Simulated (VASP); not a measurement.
# Hf3N4 (I-43d) in VASP: single point with PBEsol

Aim: the single point of Hf3N4 with PBEsol.

All numbers are computed with VASP 6.6.1; they aren't measurements. Logs are shortened: lines on timing, memory, paths and dates and some standing lists are left out, and cuts for length are marked.

### 1 The cell of the first run

Symmetry: I-43d, No. 220, cubic system. The conventional cell has a = 6.866 Å, b = 6.866 Å, c = 6.866 Å, α = 90.00°, β = 90.00°, γ = 90.00°. Within 2.9 Å of Hf (site symmetry -4) lie 8 N at 2.20 to 2.58 Å. N (site symmetry 3) has 6 Hf at 2.20 to 2.58 Å and 3 N at 2.76 Å within 2.9 Å.

### 2 Single point, PBEsol (volume scaled by 1.10, then relaxed in part)

INCAR

```
SYSTEM = Hf3N4
PREC     = Accurate       ! precision mode
ENCUT    = 600            ! plane-wave cutoff, eV
EDIFF    = 1E-6           ! SCF threshold, eV
ISMEAR   = 0              ! smearing method
SIGMA    = 0.02           ! smearing width, eV
LREAL    = .FALSE.        ! projectors in reciprocal space
LASPH    = .TRUE.         ! aspherical terms in the spheres
NELM     = 120            ! most SCF steps
ALGO     = Normal         ! electronic algorithm
ISIF     = 2              ! what is computed and relaxed
LWAVE    = .FALSE.        ! write WAVECAR
LCHARG   = .FALSE.        ! write CHGCAR
GGA      = PS             ! functional
NBANDS   = 63             ! bands
GGA_COMPAT= .FALSE.
```

KPOINTS

```
regular mesh
0
G
  6 6 6
  0 0 0
```

POSCAR

```
Hf3N4
1.0
   -3.4328579060      3.4328579060      3.4328579060
    3.4328579060     -3.4328579060      3.4328579060
    3.4328579060      3.4328579060     -3.4328579060
Hf N
6 8
Direct
    0.2500000000      0.6250000000      0.3750000000
    0.3750000000      0.2500000000      0.6250000000
    0.7500000000      0.8750000000      0.1250000000
    0.1250000000      0.7500000000      0.8750000000
    0.6250000000      0.3750000000      0.2500000000
    0.8750000000      0.1250000000      0.7500000000
    0.1149568159      0.1149568159      0.1149568159
    0.8850431841      0.5000000000      0.0000000000
    0.5000000000      0.0000000000      0.3850431841
    0.0000000000      0.8850431841      0.5000000000
    0.3850431841      0.5000000000      0.0000000000
    0.6149568159      0.6149568159      0.6149568159
    0.0000000000      0.3850431841      0.5000000000
    0.5000000000      0.0000000000      0.8850431841
```

Potentials or basis: VASP PAW PBE potentials, release 64 (Hf_pv, N).

Started as:

```
$ cat potpaw_PBE.64/Hf_pv/POTCAR potpaw_PBE.64/N/POTCAR > POTCAR
$ mpirun -np 1 vasp_std > vasp.out
```

OUTCAR:

```text
SYSTEM = Hf3N4
   PREC = Accurate
   ENCUT = 600
   EDIFF = 1E-6
   ISMEAR = 0
   LREAL = .FALSE.
   LASPH = .TRUE.
   NELM = 120
   ISIF = 2
   GGA = PS

 ion  position               nearest neighbor table
   1  0.250  0.625  0.375-   8 2.20   9 2.20  12 2.20  13 2.20  11 2.58  14 2.58  10 2.58   7 2.58
                             2 3.21   4 3.21   5 3.21   2 3.21   4 3.21   6 3.21   6 3.21   5 3.21
   2  0.375  0.250  0.625-   9 2.20  10 2.20  11 2.20  12 2.20   8 2.58  13 2.58  14 2.58   7 2.58
                             1 3.21   5 3.21   6 3.21   3 3.21   5 3.21   1 3.21   6 3.21   3 3.21
   3  0.750  0.875  0.125-   7 2.20  10 2.20  11 2.20  14 2.20  13 2.58   8 2.58   9 2.58  12 2.58
                             4 3.21   5 3.21   6 3.21   2 3.21   6 3.21   5 3.21   2 3.21   4 3.21
   4  0.125  0.750  0.875-  13 2.20   8 2.20   7 2.20  14 2.20  11 2.58   9 2.58  10 2.58  12 2.58
                             1 3.21   3 3.21   6 3.21   5 3.21   1 3.21   3 3.21   5 3.21   6 3.21
   5  0.625  0.375  0.250-  14 2.20  12 2.20  13 2.20  11 2.20   8 2.58   9 2.58  10 2.58   7 2.58
                             3 3.21   4 3.21   1 3.21   2 3.21   3 3.21   2 3.21   4 3.21   1 3.21
   6  0.875  0.125  0.750-   9 2.20   8 2.20   7 2.20  10 2.20  11 2.58  13 2.58  14 2.58  12 2.58
                             4 3.21   1 3.21   2 3.21   3 3.21   3 3.21   2 3.21   1 3.21   4 3.21
   7  0.115  0.115  0.115-   3 2.20   4 2.20   6 2.20   5 2.58   1 2.58   2 2.58
   8  0.885  0.500  0.000-   1 2.20   4 2.20   6 2.20   5 2.58   3 2.58   2 2.58
   9  0.500  0.000  0.385-   6 2.20   2 2.20   1 2.20   5 2.58   3 2.58   4 2.58
  10  0.000  0.885  0.500-   2 2.20   3 2.20   6 2.20   4 2.58   1 2.58   5 2.58
  11  0.385  0.500  0.000-   2 2.20   3 2.20   5 2.20   4 2.58   1 2.58   6 2.58
  12  0.615  0.615  0.615-   1 2.20   2 2.20   5 2.20   4 2.58   6 2.58   3 2.58
  13  0.000  0.385  0.500-   4 2.20   1 2.20   5 2.20   2 2.58   6 2.58   3 2.58
  14  0.500  0.000  0.885-   5 2.20   4 2.20   3 2.20   2 2.58   6 2.58   1 2.58

  LATTYP: Found a body centered cubic cell.
 ALAT       =     6.8657158120

  Lattice vectors:

 A1 = (  -3.4328579060,   3.4328579060,   3.4328579060)
 A2 = (   3.4328579060,  -3.4328579060,   3.4328579060)
 A3 = (   3.4328579060,   3.4328579060,  -3.4328579060)

Analysis of symmetry for initial positions (statically):
=====================================================================
 Subroutine PRICEL returns:
 Original cell was already a primitive cell.

 Routine SETGRP: Setting up the symmetry group for a
 body centered cubic supercell.

 Subroutine GETGRP returns: Found 24 space group operations
 (whereof  3 operations were pure point group operations)
 out of a pool of 48 trial point group operations.

The static configuration has the point symmetry C_3 .
 The point group associated with its full space group is T_d .

Analysis of symmetry for dynamics (positions and initial velocities):
=====================================================================
 Subroutine PRICEL returns:
 Original cell was already a primitive cell.

 Routine SETGRP: Setting up the symmetry group for a
 body centered cubic supercell.

 Subroutine GETGRP returns: Found 24 space group operations
 (whereof  3 operations were pure point group operations)
 out of a pool of 48 trial point group operations.

The dynamic configuration has the point symmetry C_3 .
 The point group associated with its full space group is T_d .

 Subroutine INISYM returns: Found 24 space group operations
 (whereof  3 operations are pure point group operations),
 and found     1 'primitive' translations

----------------------------------------------------------------------------------------

                                     Primitive cell

  volume of cell :     161.8182

  direct lattice vectors                    reciprocal lattice vectors
    -3.432857906  3.432857906  3.432857906     0.000000000  0.145651237  0.145651237
     3.432857906 -3.432857906  3.432857906     0.145651237  0.000000000  0.145651237
     3.432857906  3.432857906 -3.432857906     0.145651237  0.145651237  0.000000000

  length of vectors
     5.945884308  5.945884308  5.945884308     0.205981955  0.205981955  0.205981955

  position of ions in fractional coordinates (direct lattice)
     0.250000000  0.625000000  0.375000000
     0.375000000  0.250000000  0.625000000
     0.750000000  0.875000000  0.125000000
     0.125000000  0.750000000  0.875000000
     0.625000000  0.375000000  0.250000000
     0.875000000  0.125000000  0.750000000
     0.114956816  0.114956816  0.114956816
     0.885043184  0.500000000  0.000000000
     0.500000000  0.000000000  0.385043184
     0.000000000  0.885043184  0.500000000
     0.385043184  0.500000000  0.000000000
     0.614956816  0.614956816  0.614956816
     0.000000000  0.385043184  0.500000000
     0.500000000  0.000000000  0.885043184

  ion indices of the primitive-cell ions
   primitive index   ion index
                 1           1
                 2           2
                 3           3
                 4           4
                 5           5
                 6           6
                 7           7
                 8           8
                 9           9
                10          10
                11          11
                12          12
                13          13
                14          14

----------------------------------------------------------------------------------------

 KPOINTS: regular mesh

Automatic generation of k-mesh.
 Grid dimensions read from file:
 generate k-points for:    6    6    6

 Generating k-lattice:

  Cartesian coordinates                     Fractional coordinates (reciprocal lattice)
     0.000000000  0.024275206  0.024275206     0.166666667  0.000000000  0.000000000
     0.024275206  0.000000000  0.024275206     0.000000000  0.166666667  0.000000000
     0.024275206  0.024275206  0.000000000     0.000000000  0.000000000  0.166666667

  Length of vectors
     0.034330326  0.034330326  0.034330326

  Shift w.r.t. Gamma in fractional coordinates (k-lattice)
     0.000000000  0.000000000  0.000000000

 Subroutine IBZKPT returns following result:
 ===========================================

 Found     16 irreducible k-points:

 Following reciprocal coordinates:
            Coordinates               Weight
  0.000000  0.000000  0.000000      1.000000
  0.166667  0.000000  0.000000     12.000000
  0.333333  0.000000  0.000000     12.000000
  0.500000  0.000000  0.000000      6.000000
  0.166667  0.166667  0.000000     24.000000
  0.333333  0.166667  0.000000     48.000000
[... 8 lines left out ...]
  0.500000  0.500000  0.333333     12.000000
  0.500000  0.500000  0.500000      1.000000
   k-points           NKPTS =     16   k-points in BZ     NKDIM =     16   number of bands    NBANDS=     63
   number of dos      NEDOS =    301   number of ions     NIONS =     14
   total plane-waves  NPLWV = 110592
   dimension x,y,z NGX =    48 NGY =   48 NGZ =   48
   dimension x,y,z NGXF=    96 NGYF=   96 NGZF=   96
   ions per type =               6   8
   NGX,Y,Z   is equivalent  to a cutoff of  13.42, 13.42, 13.42 a.u.
   NGXF,Y,Z  is equivalent  to a cutoff of  26.84, 26.84, 26.84 a.u.
 SYSTEM =  Hf3N4
   PREC   = accura    normal or accurate (medium, high low for compatibility)
   ISTART =      0    job   : 0-new  1-cont  2-samecut
   ICHARG =      2    charge: 1-file 2-atom 10-const
   ISPIN  =      1    spin polarized calculation?
   LNONCOLLINEAR =      F non collinear calculations
   LSORBIT =      F    spin-orbit coupling
   LASPH  =      T    aspherical Exc in radial PAW
   ENCUT  =  600.0 eV  44.10 Ry    6.64 a.u.  11.88 11.88 11.88*2*pi/ulx,y,z
   NELM   =    120;   NELMIN=  2; NELMDL= -5     # of ELM steps
   EDIFF  = 0.1E-05   stopping-criterion for ELM
   LREAL  =      F    real-space projection
   EDIFFG = 0.1E-04   stopping-criterion for IOM
   NSW    =      0    number of steps for IOM
   IBRION =     -1    ionic relax: 0-MD 1-quasi-New 2-CG
   NFREE  =      0    steps in history (QN), initial steepest desc. (CG)
   ISIF   =      2    stress and relaxation
   ISYM   =      2    0-nonsym 1-usesym 2-fastsym
   POTIM  = 0.5000    time-step for ionic-motion
   TEBEG  =    0.0;   TEEND  =   0.0 temperature during run
   PSTRESS=    0.0 pullay stress
   NELECT =     100.0000    total number of electrons
   NUPDOWN=      -1.0000    fix difference up-down
   EMIN   =  10.00;   EMAX   =-10.00  energy-range for DOS
   EFERMI =   0.00;   METHOD = LEGACY
   ISMEAR =     0;   SIGMA  =   0.02  broadening in eV -4-tet -1-fermi 0-gaus
   EFERMI_NEDOS =   21; number of points for ismear=-14 and -15
   IALGO  =     38    algorithm
   IMIX   =      4    mixing-type and parameters
     AMIX     =   0.40;   BMIX     =  1.00
     AMIX_MAG =   1.60;   BMIX_MAG =  1.00
  volume/ion in A,a.u.               =      11.56        78.00
  Fermi-wavevector in a.u.,A,eV,Ry     =   1.394437  2.635104 26.455923  1.944456
  Thomas-Fermi vector in A             =   2.517987
   LORBIT       =      0    0 simple, 1 ext, 2 COOP (PROOUT), +10 PAW based schemes
   GGA     = PS    functional components
   LHFCALC =     F    Hartree Fock is set to
   AEXX    =    0.0000 exact exchange contribution
   IVDW    =     0    specifies the selected vdW correction
   LEPSILON=     F    determine dielectric tensor
   LRPA    =     F    only Hartree local field effects (RPA)
 non-spin polarized calculation
 Gauss-broadening in eV      SIGMA  =   0.02
  energy-cutoff  :      600.00
  volume of cell :      161.82
 maximum number of plane-waves:      5426
   NGX = 23   NGY = 23   NGZ = 23

 number of electron     100.0000013 magnetization

 Free energy of the ion-electron system (eV)
  ---------------------------------------------------
  ext. energy  EPLUGINS =         0.00000000
  ---------------------------------------------------
  free energy    TOTEN  =      -155.74339926 eV

  energy without entropy =     -155.74339926  energy(sigma->0) =     -155.74339926

 E-fermi :   5.7985     XC(G=0): -12.5440

 val. band max:        5.7115944933   @ k =   0.0000   0.0000   0.0000
 cond. band min:       6.7975961199   @ k =   0.0000   0.0000   0.0000
 fundamental gap:      1.0860016266
 Fermi energy:         5.7984657062

 k-point     1 :       0.0000    0.0000    0.0000
  band No.  band energies     occupation
      1     -24.8621      2.00000
      2     -24.8621      2.00000
      3     -24.8621      2.00000
      4     -24.8015      2.00000
      5     -24.7703      2.00000
      6     -24.7703      2.00000
[... 54 lines left out ...]
     61      10.5975      0.00000
     62      10.5976      0.00000

 k-point     2 :       0.1667    0.0000    0.0000
  band No.  band energies     occupation
      1     -24.8741      2.00000
      2     -24.8668      2.00000
      3     -24.8448      2.00000
      4     -24.8261      2.00000
      5     -24.7408      2.00000
      6     -24.7324      2.00000
[... 908 lines left out ...]
      5     -24.7412      2.00000
      6     -24.7412      2.00000
[... 54 lines left out ...]
     61      10.3463      0.00000
     62      10.3480      0.00000
 [bands above 62 left out]

------------------------ aborting loop because EDIFF is reached ----------------------------------------

  FORCE on cell =-STRESS in cart. coord.  units (eV):
  Direction    XX          YY          ZZ          XY          YZ          ZX
  --------------------------------------------------------------------------------------
  -------------------------------------------------------------------------------------
  Total      -18.2409769    -18.2409769    -18.2409769     -0.0000000      0.0000000      0.0000000
  in kB     -180.6055957   -180.6055957   -180.6055957     -0.0000000      0.0000000      0.0000000
  external PRESSURE =    -180.6055957 kB  Pullay stress =       0.0000000 kB

 VOLUME and BASIS-vectors are now :
 -----------------------------------------------------------------------------
  energy-cutoff  :      600.00
  volume of cell :      161.82
      direct lattice vectors                 reciprocal lattice vectors
    -3.432857906  3.432857906  3.432857906     0.000000000  0.145651237  0.145651237
     3.432857906 -3.432857906  3.432857906     0.145651237  0.000000000  0.145651237
     3.432857906  3.432857906 -3.432857906     0.145651237  0.145651237  0.000000000

 POSITION                                       TOTAL-FORCE (eV/Angst)
 -----------------------------------------------------------------------------------
      2.57464      0.00000      1.71643        -0.000000      0.000000      0.000000
      1.71643      2.57464      0.00000        -0.000000      0.000000      0.000000
      0.85821     -0.00000      5.14929        -0.000000      0.000000      0.000000
      5.14929      0.85821     -0.00000        -0.000000      0.000000      0.000000
     -0.00000      1.71643      2.57464        -0.000000      0.000000      0.000000
     -0.00000      5.14929      0.85821        -0.000000      0.000000      0.000000
      0.39463      0.39463      0.39463        -0.029215     -0.029215     -0.029215
     -1.32180      1.32180      4.75466        -0.029215      0.029215      0.029215
     -0.39463      3.03823      0.39463         0.029215      0.029215     -0.029215
      4.75466     -1.32180      1.32180         0.029215     -0.029215      0.029215
      0.39463     -0.39463      3.03823        -0.029215      0.029215      0.029215
      2.11106      2.11106      2.11106        -0.029215     -0.029215     -0.029215
      3.03823      0.39463     -0.39463         0.029215     -0.029215      0.029215
      1.32180      4.75466     -1.32180         0.029215      0.029215     -0.029215
 -----------------------------------------------------------------------------------
    total drift:                               -0.000000     -0.000000     -0.000000

  FREE ENERGIE OF THE ION-ELECTRON SYSTEM (eV)
  ---------------------------------------------------
  free  energy   TOTEN  =      -155.7433992614 eV

  energy  without entropy=     -155.7433992614  energy(sigma->0) =     -155.74339926
```

Wall time 6.2 min (1 thread of Intel Xeon 8259CL, shared host); peak memory 0.4 GiB.

Results:

```yaml
Free_energy: -155.7434 eV
Pressure: -18.1 GPa
Largest_force: 0.051 eV/Å
Band_gap_on_the_k_mesh: 1.09 eV, direct
```

Forces on the atoms (eV/Å):
```
Hf   0.000  0.000  0.000
Hf   0.000  0.000  0.000
Hf   0.000  0.000  0.000
Hf   0.000  0.000  0.000
Hf   0.000  0.000  0.000
Hf   0.000  0.000  0.000
N   -0.029 -0.029 -0.029
N   -0.029  0.029  0.029
N    0.029  0.029 -0.029
N    0.029 -0.029  0.029
N   -0.029  0.029  0.029
N   -0.029 -0.029 -0.029
N    0.029 -0.029  0.029
N    0.029  0.029 -0.029
```

Levels at points of the mesh, in eV from the valence-band top:
| k point | band 47 | band 48 | band 49 | band 50 | band 51 | band 52 | band 53 | band 54 |
| --- | --- | --- | --- | --- | --- | --- | --- | --- |
| (0.00, 0.00, 0.00) | -1.09 | 0.00 | 0.00 | 0.00 | 1.09 | 1.09 | 2.27 | 2.27 |
| (0.50, 0.00, 0.00) | -1.20 | -1.20 | -0.77 | -0.77 | 2.57 | 2.57 | 2.86 | 2.86 |
| (0.50, 0.50, 0.50) | -0.52 | -0.52 | -0.52 | -0.52 | 3.86 | 3.86 | 3.86 | 3.86 |

Caveat: the PAW data sets were made with another functional, which shifts forces and pressure a little; spin-orbit coupling is left out, which moves the levels of the heavy elements. A k mesh can miss the band edges.
